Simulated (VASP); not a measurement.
A run of VASP 6.6.1 is set up as follows.

The input INCAR:

```
SYSTEM = Si16Ge
PREC = Accurate
ENCUT = 520
EDIFF = 1E-7
ISMEAR = 0
SIGMA = 0.02
LREAL = Auto
LASPH = .TRUE.
NELM = 60
ALGO = Normal
ISIF = 2
LWAVE = .FALSE.
LCHARG = .FALSE.
GGA = PS
NBANDS = 53
```

File KPOINTS:

```
Automatic mesh
0
G
  2 2 2
  0 0 0
```

Contents of POSCAR:

```
Si16Ge
1.0
    0.0000000000      5.4300000000      5.4300000000
    5.4300000000      0.0000000000      5.4300000000
    5.4300000000      5.4300000000      0.0000000000
Si Ge
16 1
Direct
   -0.0113791698      0.0020971730      0.0031511544
    0.1216807523      0.1279984074      0.1288484234
    0.0004064644     -0.0018417127      0.5014033430
    0.1196838374      0.1305940817      0.6206900986
    0.0002157352      0.5005744890     -0.0007395653
    0.1194875515      0.6199704392      0.1314540840
    0.0001739759      0.5015778213      0.5022699914
    0.1240997643      0.6256319169      0.6266949086
    0.5063621279      0.0025114630      0.0025179819
    0.6251102118      0.1249214123      0.1248648633
    0.5023018557      0.0077407070      0.4884924745
    0.6295827800      0.1307518829      0.6204287223
    0.5015984675      0.4885058640      0.0081105399
    0.6291716602      0.6201777184      0.1311654576
    0.4965206501      0.5015541726      0.5021603376
    0.6276649646      0.6222591571      0.6228143699
    0.3751954712      0.8747847067      0.8746330150
```

Potentials or basis: VASP PAW PBE potentials, release 64 (Si, Ge_d).

Command:

```sh
$ cat potpaw_PBE.64/Si/POTCAR potpaw_PBE.64/Ge_d/POTCAR > POTCAR
$ mpirun -np 1 vasp_std > vasp.out
```

Predict the band gap on the k mesh.

zero (band 39 reaches 6.88 eV, above the bottom of band 40 at 6.55 eV).

Estimate the pressure.

4.7 GPa.

What does it give for the largest force?

0.027 eV/Å.

Stress tensor (GPa, compression positive):
```
4.44 0.00 0.00
0.00 4.83 0.00
0.00 0.00 4.87
```

Caveat: the k points lie up to 0.50 Å⁻¹ apart; the PAW data sets were made with another functional, which shifts forces and pressure a little.
